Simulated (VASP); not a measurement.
# MgZn23O24 (a cell with a defect) (zincite) in VASP: single point with PBE

Aim: the single point of MgZn23O24 (a cell with a defect) (zincite) with PBE.

All numbers are computed with VASP 6.6.1; they aren't measurements. Logs are shortened: lines on timing, memory, paths and dates and some standing lists are left out, and cuts for length are marked.

**1. The cell of the first run**

The cell holds a defect, 48 atoms: a = 8.428 Å, b = 8.428 Å, c = 8.428 Å, α = 84.74°, β = 84.74°, γ = 84.74°.

**2. Single point, PBE**

Contents of INCAR:

```
SYSTEM = MgZn23O24
PREC = Accurate
ENCUT = 520
EDIFF = 1E-7
ISMEAR = 0
SIGMA = 0.01
LREAL = Auto
LASPH = .True.
NELM = 100
ALGO = Normal
ISIF = 2
LWAVE = .False.
LCHARG = .True.
GGA = PE
LELF = .True.
LVHAR = .True.
NBANDS = 241
```

Contents of KPOINTS:

```
Automatic mesh
0
Gamma
  2 2 2
  0.5 0.5 0.5
```

Contents of POSCAR:

```
MgZn23O24
1.0
    3.2794860173     -5.6802364047      5.2932739962
    3.2794860173      5.6802364047      5.2932739962
   -6.5589720346      0.0000000000      5.2932739962
Mg Zn O
1 23 24
Direct
    0.4993823272      0.3327156605      0.6660489938
    0.8334342432      0.6667675765      1.0001009099
    0.1663405190      0.5003465721      0.8324789544
    0.6670132388      0.4991456211      0.3330071856
    1.0003221028      0.3334223615      0.1663096099
    0.3324823671      0.6663647621      0.5003118505
    0.6658122878      0.9996738523      0.8336799055
    0.9996429433      0.8336554361      0.6667556948
    0.3336451838      0.1658157004      0.9996980954
    0.5000890281      0.8329762766      0.1669887694
    0.8330314288      0.1669785172      0.4991490338
    0.1673987889      1.0007321222      0.3340654555
    0.8324751313      0.5000956445      0.6672729570
    0.1668462604      0.8332035128      1.0003212542
    0.5006062903      0.6658084646      0.8334289778
    0.9998701795      0.6669879209      0.3335129271
    0.3332472884      0.4998735367      0.1665967251
    0.6665402033      0.8332633918      0.4999139550
    0.9999300584      0.1665806217      0.8332068700
    0.3337811220      0.9994656436      0.6677792405
    0.6667623112      0.3339396236      0.9991417979
    0.8336545875      1.0001795938      0.1665368462
    0.1661323103      0.3344459072      0.5004477887
    0.5011125739      0.1671144553      0.3327989769
    0.6257965846      0.2933191774      0.4607402067
    0.9592863015      0.6265753871      0.7929356472
    0.2940735400      0.4591299179      0.6266525107
    0.7932420537      0.4596023139      0.1259529682
    0.1266775335      0.2930130090      0.9592771872
    0.4596796757      0.6259438538      0.2933442002
    0.7926105205      0.9600108669      0.6263463423
    0.1261874392      0.7936020387      0.4598069773
    0.4599858440      0.1274068734      0.7924632512
    0.6262689805      0.7926196348      0.9599087204
    0.9602687054      0.1264736439      0.2928541059
    0.2931403106      0.9595207726      0.1269353720
    0.6249054753      0.4582388086      0.7915721420
    0.9597667747      0.7931001081      0.1264334414
    0.2930257561      0.6261944341      0.9595360815
    0.7928611007      0.6262027481      0.4596924228
    0.1261812438      0.4599782975      0.2930021886
    0.4596898259      0.7925330984      0.6264677283
    0.7928694148      0.1263590895      0.9595277674
    0.1263355220      0.9595145771      0.7933116308
    0.4598010616      0.2930231592      0.1258664317
    0.6266449642      0.9596688553      0.2928479104
    0.9591997650      0.2931343949      0.6263564926
    0.2940288315      0.1273621648      0.4606954982
```

Potentials or basis: VASP PAW PBE potentials, release 64 (Mg, Zn, O).

The run is started by

```bash
> cat potpaw_PBE.64/Mg/POTCAR potpaw_PBE.64/Zn/POTCAR potpaw_PBE.64/O/POTCAR > POTCAR
> mpirun -np 1 vasp_std > vasp.out
```

OUTCAR:

```text
SYSTEM = MgZn23O24
   PREC = Accurate
   ENCUT = 520
   EDIFF = 1E-7
   ISMEAR = 0
   LREAL = Auto
   LASPH = .True.
   NELM = 100
   ISIF = 2
   GGA = PE

 ion  position               nearest neighbor table
   1  0.499  0.333  0.666-  25 1.99  33 1.99  27 1.99  37 1.99  23 3.25  24 3.25  20 3.25  21 3.26
                            15 3.26  13 3.26  11 3.28   6 3.28   9 3.28   4 3.28   3 3.28   7 3.28
   2  0.833  0.667  0.000-  28 2.00  26 2.00  34 2.00  38 2.01
   3  0.166  0.500  0.832-  27 2.00  26 2.00  29 2.00  39 2.01   1 3.28
   4  0.667  0.499  0.333-  25 2.00  28 2.00  30 2.00  40 2.01   1 3.28
   5  0.000  0.333  0.166-  35 2.00  28 2.00  29 2.00  41 2.01
   6  0.332  0.666  0.500-  27 2.00  32 2.00  30 2.00  42 2.01   1 3.28
   7  0.666  1.000  0.834-  33 2.00  34 2.00  31 2.00  43 2.01   1 3.28
   8  1.000  0.834  0.667-  32 2.00  26 2.00  31 2.00  44 2.01
   9  0.334  0.166  1.000-  33 2.00  36 2.00  29 2.00  45 2.01   1 3.28
  10  0.500  0.833  0.167-  36 2.00  34 2.00  30 2.00  46 2.01
  11  0.833  0.167  0.499-  25 2.00  35 2.00  31 2.00  47 2.01   1 3.28
  12  0.167  0.001  0.334-  36 2.00  35 2.00  32 2.00  48 2.01
  13  0.832  0.500  0.667-  37 2.00  40 2.00  47 2.00  26 2.01   1 3.26
  14  0.167  0.833  0.000-  38 2.00  39 2.00  44 2.00  36 2.01
  15  0.501  0.666  0.833-  37 2.00  39 2.00  42 2.00  34 2.01   1 3.26
  16  1.000  0.667  0.334-  38 2.00  40 2.00  41 2.00  32 2.01
  17  0.333  0.500  0.167-  41 2.00  39 2.00  45 2.00  30 2.01
  18  0.667  0.833  0.500-  46 2.00  40 2.00  42 2.00  31 2.01
  19  1.000  0.167  0.833-  44 2.00  43 2.00  47 2.00  29 2.01
  20  0.334  0.999  0.668-  44 2.00  42 2.00  48 2.00  33 2.01   1 3.25
  21  0.667  0.334  0.999-  37 2.00  43 2.00  45 2.00  28 2.01   1 3.26
  22  0.834  0.000  0.167-  38 2.00  43 2.00  46 2.00  35 2.01
  23  0.166  0.334  0.500-  41 2.00  47 2.00  48 2.00  27 2.01   1 3.25
  24  0.501  0.167  0.333-  46 2.00  45 2.00  48 2.00  25 2.01   1 3.25
  25  0.626  0.293  0.461-   1 1.99   4 2.00  11 2.00  24 2.01
  26  0.959  0.627  0.793-   3 2.00   2 2.00   8 2.00  13 2.01
  27  0.294  0.459  0.627-   1 1.99   3 2.00   6 2.00  23 2.01
  28  0.793  0.460  0.126-   4 2.00   2 2.00   5 2.00  21 2.01
  29  0.127  0.293  0.959-   5 2.00   3 2.00   9 2.00  19 2.01
  30  0.460  0.626  0.293-  10 2.00   4 2.00   6 2.00  17 2.01
[... 16 lines left out ...]
  47  0.959  0.293  0.626-  23 2.00  19 2.00  13 2.00  11 2.01
  48  0.294  0.127  0.461-  20 2.00  23 2.00  24 2.00  12 2.01

  LATTYP: Found a trigonal (rhomboedric) cell.
 ALAT       =     8.4284555970
 COS(alpha) =     0.0916215742

  Lattice vectors:

 A1 = (   3.2794860173,  -5.6802364047,   5.2932739962)
 A2 = (   3.2794860173,   5.6802364047,   5.2932739962)
 A3 = (  -6.5589720346,   0.0000000000,   5.2932739962)

Analysis of symmetry for initial positions (statically):
=====================================================================
 Subroutine PRICEL returns:
 Original cell was already a primitive cell.

 Routine SETGRP: Setting up the symmetry group for a
 trigonal (rhombohedral) supercell.

 Subroutine GETGRP returns: Found  3 space group operations
 (whereof  1 operations were pure point group operations)
 out of a pool of 12 trial point group operations.

The static configuration has the point symmetry C_1 .
 The point group associated with its full space group is C_3 .

Analysis of symmetry for dynamics (positions and initial velocities):
=====================================================================
 Subroutine PRICEL returns:
 Original cell was already a primitive cell.

 Routine SETGRP: Setting up the symmetry group for a
 trigonal (rhombohedral) supercell.

 Subroutine GETGRP returns: Found  3 space group operations
 (whereof  1 operations were pure point group operations)
 out of a pool of 12 trial point group operations.

The dynamic configuration has the point symmetry C_1 .
 The point group associated with its full space group is C_3 .

 Subroutine INISYM returns: Found  3 space group operations
 (whereof  1 operations are pure point group operations),
 and found     1 'primitive' translations

----------------------------------------------------------------------------------------

                                     Primitive cell

  volume of cell :     591.6268

  direct lattice vectors                    reciprocal lattice vectors
     3.279486017 -5.680236405  5.293273996     0.050820972 -0.088024505  0.062972998
     3.279486017  5.680236405  5.293273996     0.050820972  0.088024505  0.062972998
    -6.558972035  0.000000000  5.293273996    -0.101641944  0.000000000  0.062972998

  length of vectors
     8.428455597  8.428455597  8.428455597     0.119568738  0.119568738  0.119568738

  position of ions in fractional coordinates (direct lattice)
     0.499382327  0.332715660  0.666048994
     0.833434243  0.666767576  0.000100910
     0.166340519  0.500346572  0.832478954
     0.667013239  0.499145621  0.333007186
     0.000322103  0.333422361  0.166309610
     0.332482367  0.666364762  0.500311850
[... 40 lines left out ...]
     0.959199765  0.293134395  0.626356493
     0.294028832  0.127362165  0.460695498

  ion indices of the primitive-cell ions
   primitive index   ion index
                 1           1
                 2           2
                 3           3
                 4           4
                 5           5
                 6           6
[... 40 lines left out ...]
                47          47
                48          48

----------------------------------------------------------------------------------------

 KPOINTS: Automatic mesh

Automatic generation of k-mesh.
 Grid dimensions read from file:
 generate k-points for:    2    2    2

 Generating k-lattice:

  Cartesian coordinates                     Fractional coordinates (reciprocal lattice)
     0.025410486 -0.044012253  0.031486499     0.500000000 -0.000000000 -0.000000000
     0.025410486  0.044012253  0.031486499    -0.000000000  0.500000000 -0.000000000
    -0.050820972  0.000000000  0.031486499    -0.000000000 -0.000000000  0.500000000

  Length of vectors
     0.059784369  0.059784369  0.059784369

  Shift w.r.t. Gamma in fractional coordinates (k-lattice)
     0.500000000  0.500000000  0.500000000

 Subroutine IBZKPT returns following result:
 ===========================================

 Found      2 irreducible k-points:

 Following reciprocal coordinates:
            Coordinates               Weight
  0.250000  0.250000  0.250000      2.000000
 -0.250000  0.250000  0.250000      6.000000
   k-points           NKPTS =      2   k-points in BZ     NKDIM =      2   number of bands    NBANDS=    241
   number of dos      NEDOS =    301   number of ions     NIONS =     48
   total plane-waves  NPLWV = 262144
   dimension x,y,z NGX =    64 NGY =   64 NGZ =   64
   dimension x,y,z NGXF=   128 NGYF=  128 NGZF=  128
   ions per type =               1  23  24
   NGX,Y,Z   is equivalent  to a cutoff of  12.62, 12.62, 12.62 a.u.
   NGXF,Y,Z  is equivalent  to a cutoff of  25.25, 25.25, 25.25 a.u.
 SYSTEM =  MgZn23O24
   PREC   = accura    normal or accurate (medium, high low for compatibility)
   ISTART =      0    job   : 0-new  1-cont  2-samecut
   ICHARG =      2    charge: 1-file 2-atom 10-const
   ISPIN  =      1    spin polarized calculation?
   LNONCOLLINEAR =      F non collinear calculations
   LSORBIT =      F    spin-orbit coupling
   LASPH  =      T    aspherical Exc in radial PAW
   ENCUT  =  520.0 eV  38.22 Ry    6.18 a.u.  15.67 15.67 15.67*2*pi/ulx,y,z
   NELM   =    100;   NELMIN=  2; NELMDL= -5     # of ELM steps
   EDIFF  = 0.1E-06   stopping-criterion for ELM
   LREAL  =      T    real-space projection
   EDIFFG = 0.1E-05   stopping-criterion for IOM
   NSW    =      0    number of steps for IOM
   IBRION =     -1    ionic relax: 0-MD 1-quasi-New 2-CG
   NFREE  =      0    steps in history (QN), initial steepest desc. (CG)
   ISIF   =      2    stress and relaxation
   ISYM   =      2    0-nonsym 1-usesym 2-fastsym
   POTIM  = 0.5000    time-step for ionic-motion
   TEBEG  =    0.0;   TEEND  =   0.0 temperature during run
   PSTRESS=    0.0 pullay stress
   NELECT =     422.0000    total number of electrons
   NUPDOWN=      -1.0000    fix difference up-down
   EMIN   =  10.00;   EMAX   =-10.00  energy-range for DOS
   EFERMI =   0.00;   METHOD = LEGACY
   ISMEAR =     0;   SIGMA  =   0.01  broadening in eV -4-tet -1-fermi 0-gaus
   EFERMI_NEDOS =   21; number of points for ismear=-14 and -15
   IALGO  =     38    algorithm
   IMIX   =      4    mixing-type and parameters
     AMIX     =   0.40;   BMIX     =  1.00
     AMIX_MAG =   1.60;   BMIX_MAG =  1.00
  volume/ion in A,a.u.               =      12.33        83.18
  Fermi-wavevector in a.u.,A,eV,Ry     =   1.462726  2.764152 29.110589  2.139568
  Thomas-Fermi vector in A             =   2.578905
   LORBIT       =      0    0 simple, 1 ext, 2 COOP (PROOUT), +10 PAW based schemes
   GGA     = PE    functional components
   LHFCALC =     F    Hartree Fock is set to
   AEXX    =    0.0000 exact exchange contribution
   IVDW    =     0    specifies the selected vdW correction
   LEPSILON=     F    determine dielectric tensor
   LRPA    =     F    only Hartree local field effects (RPA)
 non-spin polarized calculation
 Gauss-broadening in eV      SIGMA  =   0.01
  energy-cutoff  :      520.00
  volume of cell :      591.63
 maximum number of plane-waves:     15929
 NGX is ok and might be reduce to    64
   NGX = 31   NGY = 31   NGZ = 31

 number of electron     421.9999983 magnetization

 Free energy of the ion-electron system (eV)
  ---------------------------------------------------
  ext. energy  EPLUGINS =         0.00000000
  ---------------------------------------------------
  free energy    TOTEN  =      -217.25246362 eV

  energy without entropy =     -217.25246362  energy(sigma->0) =     -217.25246362

 E-fermi :   0.8972     XC(G=0): -10.6764

 val. band max:        0.7964028565   @ k =   0.2500   0.2500   0.2500
 cond. band min:       2.8326042754   @ k =   0.2500   0.2500   0.2500
 fundamental gap:      2.0362014189
 Fermi energy:         0.8972345275

 k-point     1 :       0.2500    0.2500    0.2500
  band No.  band energies     occupation
      1     -16.7642      2.00000
      2     -16.5014      2.00000
      3     -16.4948      2.00000
      4     -16.4794      2.00000
      5     -16.3426      2.00000
      6     -16.3381      2.00000
[... 215 lines left out ...]
    222       6.3611      0.00000
    223       6.4329      0.00000

 k-point     2 :      -0.2500    0.2500    0.2500
  band No.  band energies     occupation
      1     -16.7442      2.00000
      2     -16.5368      2.00000
      3     -16.5104      2.00000
      4     -16.4935      2.00000
      5     -16.3763      2.00000
      6     -16.3287      2.00000
[... 215 lines left out ...]
    222       6.7643      0.00000
    223       6.7794      0.00000
 [bands above 223 left out]

------------------------ aborting loop because EDIFF is reached ----------------------------------------

  FORCE on cell =-STRESS in cart. coord.  units (eV):
  Direction    XX          YY          ZZ          XY          YZ          ZX
  --------------------------------------------------------------------------------------
  -------------------------------------------------------------------------------------
  Total        3.0768493      3.0768493      2.5765981      0.0000000      0.0000000     -0.0000000
  in kB        8.3323784      8.3323784      6.9776542      0.0000000      0.0000000     -0.0000000
  external PRESSURE =       7.8808037 kB  Pullay stress =       0.0000000 kB

 VOLUME and BASIS-vectors are now :
 -----------------------------------------------------------------------------
  energy-cutoff  :      520.00
  volume of cell :      591.63
      direct lattice vectors                 reciprocal lattice vectors
     3.279486017 -5.680236405  5.293273996     0.050820972 -0.088024505  0.062972998
     3.279486017  5.680236405  5.293273996     0.050820972  0.088024505  0.062972998
    -6.558972035  0.000000000  5.293273996    -0.101641944  0.000000000  0.062972998

 POSITION                                       TOTAL-FORCE (eV/Angst)
 -----------------------------------------------------------------------------------
     -1.63974     -0.94671      7.93010        -0.000000     -0.000000     -0.006439
      4.91923     -0.94671      7.94151        -0.000000     -0.000000      0.010482
     -3.27382      1.89723      7.93550         0.002209      0.000223      0.000386
      1.64022     -0.95353      7.93550        -0.000911     -0.002025      0.000386
      0.00369      1.89209      2.64692         0.006828     -0.005916      0.002299
     -0.00583      1.89653      7.93546        -0.001061      0.001750     -0.000092
[... 40 lines left out ...]
     -0.00124     -3.78341      9.94442         0.002041     -0.004690      0.002081
     -1.63974     -0.94671      4.66913         0.000000     -0.000000     -0.008248
 -----------------------------------------------------------------------------------
    total drift:                               -0.000674      0.000232     -0.025650

  FREE ENERGIE OF THE ION-ELECTRON SYSTEM (eV)
  ---------------------------------------------------
  free  energy   TOTEN  =      -217.2524636204 eV

  energy  without entropy=     -217.2524636204  energy(sigma->0) =     -217.25246362
```

Wall time 15 min (1 thread of Intel Xeon Platinum 8559C (Emerald Rapids), shared host); peak memory 0.65 GiB.

What came out:

* Free energy: -217.2525 eV
* Pressure: 0.8 GPa
* Largest force: 0.069 eV/Å
* Band gap on the k mesh: 2.04 eV

Forces in eV/Å, atoms in the order of the input:
```
Mg   0.000  0.000 -0.006
Zn   0.000  0.000  0.010
Zn   0.002  0.000  0.000
Zn  -0.001 -0.002  0.000
Zn   0.007 -0.006  0.002
Zn  -0.001  0.002  0.000
Zn  -0.001  0.002  0.000
Zn   0.002  0.009  0.002
Zn  -0.001 -0.002  0.000
Zn  -0.009 -0.003  0.002
Zn   0.002  0.000  0.000
Zn   0.000  0.000  0.014
Zn  -0.003  0.003  0.002
Zn  -0.001 -0.005  0.001
Zn  -0.001 -0.004  0.002
Zn  -0.004  0.003  0.001
Zn   0.001 -0.002  0.000
Zn  -0.002  0.000  0.000
Zn   0.001  0.002  0.000
Zn  -0.001 -0.004 -0.004
Zn   0.005  0.001  0.002
Zn   0.005  0.002  0.001
Zn  -0.003  0.003 -0.004
Zn   0.004  0.001 -0.004
O   -0.056  0.032  0.026
O   -0.001 -0.003 -0.005
O    0.000 -0.064  0.026
O   -0.002  0.003 -0.005
O   -0.003  0.002  0.001
O    0.003  0.002  0.001
O    0.000 -0.004  0.001
O    0.001 -0.003 -0.002
O    0.056  0.032  0.026
O    0.004  0.000 -0.005
O   -0.003  0.001 -0.002
O    0.002  0.002 -0.002
O    0.000  0.000 -0.061
O    0.000  0.000 -0.008
O   -0.001  0.003  0.000
O    0.003 -0.001  0.000
O   -0.001  0.000 -0.003
O    0.003  0.004  0.002
O   -0.002 -0.002  0.000
O    0.001 -0.001 -0.003
O   -0.005  0.001  0.002
O    0.001  0.001 -0.003
O    0.002 -0.005  0.002
O    0.000  0.000 -0.008
```

Levels at points of the mesh, in eV from the valence-band top:
| k point | band 207 | band 208 | band 209 | band 210 | band 211 | band 212 | band 213 | band 214 | band 215 | band 216 |
| --- | --- | --- | --- | --- | --- | --- | --- | --- | --- | --- |
| (0.25, 0.25, 0.25) | -0.50 | -0.46 | -0.45 | 0.00 | 0.00 | 2.04 | 3.91 | 3.91 | 3.99 | 4.75 |
